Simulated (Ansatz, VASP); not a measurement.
**One calculation of HgTe, two programs**

```
Hg Te
1.0
     0.00000    3.42072    3.09584
     3.42072    0.00000    3.09584
     3.42072    3.42072    0.00000
Hg Te
1 1
Direct
  0.00000 0.00000 0.00000
  0.25000 0.25000 0.25000
```

Change from the starting cell: epitaxial_xy strain +4.0%.

Alike in both runs: task single point; functional r2SCAN; k mesh 6 × 6 × 6; occupations fermi-dirac, width 0.02 eV; non-collinear spin, spin-orbit coupling.

|  | VASP | Ansatz |
| --- | --- | --- |
| version | VASP 6.6.1 | Ansatz 0.2.0 |
| potentials or method | VASP PAW PBE potentials, release 64 (Hg, Te) | plane waves, PAW |
| plane-wave cutoff (eV) | 520 | 500 |
| valence electrons in the cell | 18 | 36 |

```csv
,VASP,Ansatz,Ansatz less VASP
pressure (GPa),-1.0,-1.2,-0.24
"traceless stress, the component that is largest in VASP (GPa)",0.89,0.91,+0.029
```

VASP's potentials were made for PBE, not for r2SCAN. The functional is the same, so the differences come from potentials, cutoffs and numerics. VASP's potentials hold 18 valence electrons a cell and Ansatz's 36, so a difference there can come from the potentials and not from the codes.
